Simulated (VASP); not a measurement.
Runs of VASP 6.6.1 on AlN. The structure is that of space group Fm-3m (No. 225), or close to it. The cells are those of the table. 

```tsv
task	level	cell	cutoff (eV)	share of exact exchange	screening parameter	gap on the mesh (eV)	pressure (GPa)
relaxation of cell and atoms	PBE0	relaxed from a = 2.877 Å, angles 60.0°, 2 atoms	600	0.25	-	6.85	0.0
single point	PBEsol-based screened hybrid with 25 % exact exchange	a = 2.877 Å, angles 60.0°, 2 atoms	520	0.25	0.207 1/Å	5.74	-10.6
single point	HSE06	a = 2.915 Å, angles 60.0°, 2 atoms	520	0.25	0.2079 1/Å	5.37	-16.6
single point	HSE06	a = 2.819 Å, angles 60.0°, 2 atoms	520	0.25	0.2079 1/Å	6.43	(a)
single point	HSE06	a = 2.838 Å, angles 60.0°, 2 atoms	520	0.25	0.2079 1/Å	(c)	3.6
single point	B3LYP	a = 2.865 Å, angles 60.0°, 2 atoms	520	0.2	-	6.37	0.8
single point	HSE06	a = 2.877 Å, angles 60.0°, 2 atoms	520	0.25	0.2079 1/Å	5.77	-7.5
single point	B3LYP	a = 2.877 Å, angles 60.0°, 2 atoms	520	0.2	-	(b)	-2.5
```

Alike in all rows: potentials or basis VASP PAW PBE potentials, release 64 (Al, N); no spin polarisation; k mesh 6 × 6 × 6; smearing fermi-dirac 0.05 eV.

Task: Estimate the missing entries.

Result: (a) 10.0; (b) 6.24; (c) 6.20.

Caveats: all runs use coarse meshes; the PAW data sets were made with another functional, which shifts forces and pressure a little.

A k mesh can miss the band edges.
